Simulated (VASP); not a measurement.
# Ge: single point with r2SCAN

Crystal: Ge.

```
CELL_PARAMETERS angstrom
-1.67383 1.67383 1.67383
1.67383 -1.67383 1.67383
1.67383 1.67383 -1.67383
ATOMIC_POSITIONS crystal
Ge 0.00000 0.00000 0.00000
```

```yaml
Program: VASP 6.6.1
Task: single point
Functional: r2SCAN
Potentials_or_basis: VASP PAW PBE potentials, release 64 (Ge_d)
Cutoff: 520 eV
k_mesh: 13 × 13 × 13
Occupations: fermi-dirac, width 0.1 eV
Spin: no spin polarisation
```

```
Pressure               : -0.2 GPa
Band gap on the k mesh : zero (band 7 reaches 16.45 eV, above the bottom of band 8 at 3.66 eV)
```

Levels at points of the mesh, in eV from the Fermi level:
```
           k point  band 3  band 4  band 5  band 6  band 7  band 8  band 9  band 10  band 11  band 12
(0.00, 0.00, 0.00)  -25.48  -25.39  -25.39  -13.86    9.74    9.74    9.74    15.66    15.66    15.66
```

Wall time 59 s on 1 thread of Intel(R) Xeon(R) Platinum 8488C (Sapphire Rapids), on a shared host, peak memory 0.15 GiB.

Caveat: the PAW data sets were made with another functional, which shifts forces and pressure a little.
